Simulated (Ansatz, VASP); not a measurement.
**ZnCu in VASP and in Ansatz**

INCAR

```
SYSTEM = ZnCu
PREC     = Accurate       ! precision mode
ENCUT    = 520            ! plane-wave cutoff, eV
EDIFF    = 1E-6           ! SCF threshold, eV
ISMEAR   = 0              ! smearing method
SIGMA    = 0.15           ! smearing width, eV
LREAL    = .False.        ! projectors in reciprocal space
LASPH    = .True.         ! aspherical terms in the spheres
NELM     = 100            ! most SCF steps
ALGO     = Normal         ! electronic algorithm
ISIF     = 2              ! what is computed and relaxed
LWAVE    = .False.        ! write WAVECAR
LCHARG   = .False.        ! write CHGCAR
GGA      = PE             ! functional
NBANDS   = 18             ! bands
```

Contents of KPOINTS:

```
Automatic mesh
0
Gamma
  22 22 14
  0 0 0
```

File POSCAR:

```
ZnCu
1.0
    1.5299774785     -2.1810645391      0.0000000000
    1.5299774785      2.1810645391      0.0000000000
    0.0000000000      0.0000000000      3.9168518261
Zn Cu
1 1
Direct
    0.5000000000      0.5000000000      0.5000000000
    0.0000000000      0.0000000000      0.0000000000
```

Input for Ansatz:

```yaml
crystal:
  lattice:
    - [1.5299774785, -2.1810645391, 0.0]
    - [1.5299774785, 2.1810645391, 0.0]
    - [0.0, 0.0, 3.9168518261]
  atoms:
    - { symbol: Zn, position: [0.5, 0.5, 0.5] }
    - { symbol: Cu, position: [0.0, 0.0, 0.0] }
basis:
  ecutwfc: 420
kpoints:
  mp_grid: { grid: [22, 22, 14] }
hamiltonian:
  xc: pbe
scf:
  occupations: { method: gaussian, width: 0.15 }
output:
  forces: true
  stress: true
  eigenvalues: true
```

Alike in both runs: task single point; functional PBE; k mesh 22 × 22 × 14; occupations gaussian, width 0.15 eV; no spin polarisation.

|  | VASP | Ansatz |
| --- | --- | --- |
| version | VASP 6.6.1 | Ansatz 0.2.0 |
| potentials or method | VASP PAW PBE potentials, release 64 (Zn, Cu), cutoff 520 eV | scalar-relativistic, plane waves, PAW |
| valence electrons in the cell | 23 | 31 |

VASP gave:

```
gap on the k mesh at the Fermi level (eV)                     : none
pressure (GPa)                                                : 1.7
traceless stress, the component that is largest in VASP (GPa) : -7.32
```

Question: Which values does Ansatz return?

Answer: gap on the k mesh at the Fermi level (eV): none; pressure (GPa): 1.2; traceless stress, the component that is largest in VASP (GPa): -7.22.

A gap of «none» marks a metal or a gap that the smearing closes. With one functional, cell and mesh, what is left measures potentials, basis and numerics. VASP's potentials hold 23 valence electrons a cell and Ansatz's 31, so a difference there can come from the potentials and not from the codes.
